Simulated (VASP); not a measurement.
A run of VASP 6.6.1:

INCAR

```
SYSTEM = NaF
ALGO = Normal
EDIFF = 1E-7
ENCUT = 520
GGA = PE
ISIF = 2
ISMEAR = 0
LASPH = .True.
LCHARG = .False.
LREAL = .False.
LWAVE = .False.
NBANDS = 14
NELM = 100
PREC = Accurate
SIGMA = 0.05
```

Contents of KPOINTS:

```
k-points
0
Gamma
  8 8 8
  0 0 0
```

POSCAR

```
NaF
1.0
    0.0000000000      2.2884505000      2.2536010000
    2.2884505000      0.0000000000      2.2536010000
    2.2884505000      2.2884505000      0.0000000000
Na F
1 1
Direct
    0.0000000000      0.0000000000      0.0000000000
    0.5000000000      0.5000000000      0.5000000000
```

Potentials or basis: VASP PAW PBE potentials, release 64 (Na_pv, F).

The run is started by

```sh
$ cat potpaw_PBE.64/Na_pv/POTCAR potpaw_PBE.64/F/POTCAR > POTCAR
$ mpirun -np 1 vasp_std > vasp.out
```

Hardware: 1 thread of Intel Xeon 6975P-C (shared host).

Estimate the wall time of this run.

It took 37 s on 1 thread of Intel Xeon 6975P-C, with other jobs on the host, peak memory 0.11 GiB. Counts: scf iterations 14, k points 59.
